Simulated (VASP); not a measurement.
Input of a VASP 6.6.1 run:

File INCAR:

```
PREC = Accurate
ENCUT = 600
EDIFF = 1E-7
ISMEAR = -1
SIGMA = 0.02
LREAL = False
LASPH = True
NELM = 80
ALGO = Normal
ISIF = 3
LWAVE = False
LCHARG = False
GGA = PS
IBRION = 2
NSW = 70
EDIFFG = -0.005
```

Contents of KPOINTS:

```
Automatic mesh
0
Gamma
  9 9 9
```

The input POSCAR:

```
LaS
1.0
    0.0000000000      2.9270000000      2.9270000000
    2.9270000000      0.0000000000      2.9270000000
    2.9270000000      2.9270000000      0.0000000000
La S
1 1
Direct
    0.0000000000      0.0000000000      0.0000000000
    0.5000000000      0.5000000000      0.5000000000
```

Potentials or basis: VASP PAW PBE potentials, release 64 (La, S).

Command:

```sh
$ cat potpaw_PBE.64/La/POTCAR potpaw_PBE.64/S/POTCAR > POTCAR
$ mpirun -np 1 vasp_std > vasp.out
```

Problem. Estimate the relaxed volume.

Solution. 24.43 Å³/atom.

Problem. Estimate the space group after relaxing (to 0.05 Å).

Solution. Fm-3m (No. 225).

Final structure:
```xyz
2
Lattice="0.0000 2.9017 2.9017 2.9017 0.0000 2.9017 2.9017 2.9017 0.0000" Properties=species:S:1:pos:R:3 pbc="T T T"
La    0.0000    0.0000    0.0000
S     2.9017    2.9017    2.9017
```

Caveat: the PAW data sets were made with another functional, which shifts forces and pressure a little.
